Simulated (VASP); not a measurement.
A run of VASP 6.6.1:

INCAR

```
PREC = Accurate
ENCUT = 520
EDIFF = 1E-7
ISMEAR = -1
SIGMA = 0.05
LREAL = F
LASPH = T
NELM = 100
ALGO = Normal
ISIF = 2
LWAVE = F
LCHARG = T
LELF = T
LVHAR = T
NBANDS = 18
```

The input KPOINTS:

```
regular mesh
0
Gamma
  8 8 5
```

The input POSCAR:

```
La
1.0
    3.7748351609      0.0000000000      0.0000000000
   -1.8874175804      3.2691031444      0.0000000000
    0.0000000000      0.0000000000      6.1101998470
La
2
Direct
    0.6666666667      0.3333333333      0.7500000000
    0.3333333333      0.6666666667      0.2500000000
```

Potentials or basis: VASP PAW LDA potentials, release 64 (La).

Command:

```console
$ cat potpaw_LDA.64/La/POTCAR > POTCAR
$ mpirun -np 1 vasp_std > vasp.out
```

Hardware: 1 thread of Intel Xeon 8259CL, with other jobs on the host.

Estimate the wall time of this run.

It took 63 s on 1 thread of Intel Xeon 8259CL, with other jobs on the host, peak memory 0.18 GiB. Counts: scf iterations 13, k points 30.
